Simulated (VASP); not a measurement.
Here is a VASP 6.6.1 calculation.

File INCAR:

```
SYSTEM = SnO
PREC = Accurate
ENCUT = 1340
EDIFF = 1E-6
ISMEAR = 0
SIGMA = 0.1
LREAL = .False.
LASPH = .True.
NELM = 120
ALGO = Normal
ISIF = 2
LWAVE = .False.
LCHARG = .False.
GGA = PE
NBANDS = 50
GGA_COMPAT = .False.
```

The input KPOINTS:

```
Automatic mesh
0
Gamma
  4 4 2
  0 0 0
```

Contents of POSCAR:

```
SnO
1.0
   -3.8913784770     -0.0001193204     -0.0022915205
   -0.0032517921      0.0018522082     -5.0822374225
   -0.0006978911     -7.6883625272      0.0029555451
Sn O
4 4
Direct
    0.5003597390      0.7718627769     -0.0001038297
    0.5003638140      0.7718555991      0.4998985558
   -0.0003616527      0.2281438892      0.7501033050
   -0.0003598534      0.2281393708      0.2501036189
    0.9999593258     -0.0022798803      0.9999910145
    0.9999594734     -0.0022727964      0.4999858582
    0.5000429858      0.0022700290      0.7500121958
    0.5000361680      0.0022810118      0.2500092815
```

Potentials or basis: VASP PAW PBE potentials, release 64 (Sn_d, O_h).

Run with:

```console
$ cat potpaw_PBE.64/Sn_d/POTCAR potpaw_PBE.64/O_h/POTCAR > POTCAR
$ mpirun -np 1 vasp_std > vasp.out
```

(1) Predict the largest force.

(2) Predict the band gap on the k mesh.

(3) What does it give for the pressure?

Answers

(1) 0.065 eV/Å.

(2) 0.53 eV.

(3) 0.2 GPa.

Caveat: semilocal functionals underestimate gaps, and a narrow one can read as zero; spin-orbit coupling is left out, which moves the levels of the heavy elements.
